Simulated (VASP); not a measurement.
## ZnBi3: single point with PBE

The system is ZnBi3.

```
CELL_PARAMETERS angstrom
4.40839 0.00000 0.00000
0.00000 4.40839 0.00000
0.00000 0.00000 4.40839
ATOMIC_POSITIONS crystal
Bi 0.50000 0.50000 0.00000
Bi 0.50000 0.00000 0.50000
Bi 0.00000 0.50000 0.50000
Zn 0.00000 0.00000 0.00000
```

```
Program                : VASP 6.6.1
Task                   : single point
Functional             : PBE
Potentials or basis    : VASP PAW PBE potentials, release 64 (Bi_d, Zn)
Cutoff                 : 520 eV
k mesh                 : 6 × 6 × 6
Occupations            : fermi-dirac, width 0.05 eV
Spin                   : no spin polarisation
Dipole correction      : no
Further INCAR settings : ALGO = Fast; EDIFF = 1e-06; NBANDS = 36
```

- Pressure: 29.9 GPa

Levels at points of the mesh, in eV from the Fermi level:
| k point | band 24 | band 25 | band 26 | band 27 | band 28 | band 29 | band 30 | band 31 | band 32 | band 33 |
| --- | --- | --- | --- | --- | --- | --- | --- | --- | --- | --- |
| (0.00, 0.00, 0.00) | -5.37 | -5.37 | -5.37 | -2.49 | 1.26 | 1.26 | 1.26 | 2.51 | 2.51 | 2.51 |
| (0.50, 0.00, 0.00) | -3.71 | -3.42 | -3.42 | -2.04 | -2.04 | -0.87 | -0.76 | 3.61 | 3.61 | 3.98 |
| (0.50, 0.50, 0.00) | -6.79 | -2.93 | -1.36 | -1.36 | -1.30 | -0.77 | -0.77 | 0.76 | 1.97 | 5.40 |
| (0.50, 0.50, 0.50) | -7.09 | -6.14 | -6.14 | -6.14 | -3.71 | 5.54 | 5.54 | 6.34 | 6.34 | 6.34 |

It took 2 min on 1 thread of AMD EPYC 7R43 64-Core Processor (Zen 3) (shared host), peak memory 0.19 GiB.

Caveat: spin-orbit coupling is left out, which moves the levels of the heavy elements.
